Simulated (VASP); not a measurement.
A run of VASP 6.6.1 is set up as follows.

INCAR

```
PREC     = Accurate       # precision mode
ENCUT    = 520            # plane-wave cutoff, eV
EDIFF    = 1E-6           # SCF threshold, eV
ISMEAR   = -1             # smearing method
SIGMA    = 0.05           # smearing width, eV
LREAL    = False          # projectors in reciprocal space
LASPH    = True           # aspherical terms in the spheres
NELM     = 80             # most SCF steps
ALGO     = Normal         # electronic algorithm
ISIF     = 2              # what is computed and relaxed
LWAVE    = False          # write WAVECAR
LCHARG   = True           # write CHGCAR
GGA      = PE             # functional
LELF     = True           # ELF
LVHAR    = True         
NBANDS   = 21             # bands
```

Contents of KPOINTS:

```
Automatic mesh
0
Gamma
  9 9 9
```

File POSCAR:

```
GeW
1.0
    0.0000000000      2.5776100000      2.5776100000
    2.5776100000      0.0000000000      2.5776100000
    2.5776100000      2.5776100000      0.0000000000
Ge W
1 1
Direct
    0.5000000000      0.5000000000      0.5000000000
    0.0000000000      0.0000000000      0.0000000000
```

Potentials or basis: VASP PAW PBE potentials, release 64 (Ge_d, W_sv).

Command:

```console
$ cat potpaw_PBE.64/Ge_d/POTCAR potpaw_PBE.64/W_sv/POTCAR > POTCAR
$ mpirun -np 1 vasp_std > vasp.out
```

**Question.** Predict the band gap on the k mesh.

**Answer.** Zero (band 14 reaches 9.60 eV, above the bottom of band 15 at 7.89 eV).

**Question.** Estimate the pressure.

**Answer.** 0.4 GPa.

Caveat: spin-orbit coupling is left out, which moves the levels of the heavy elements.
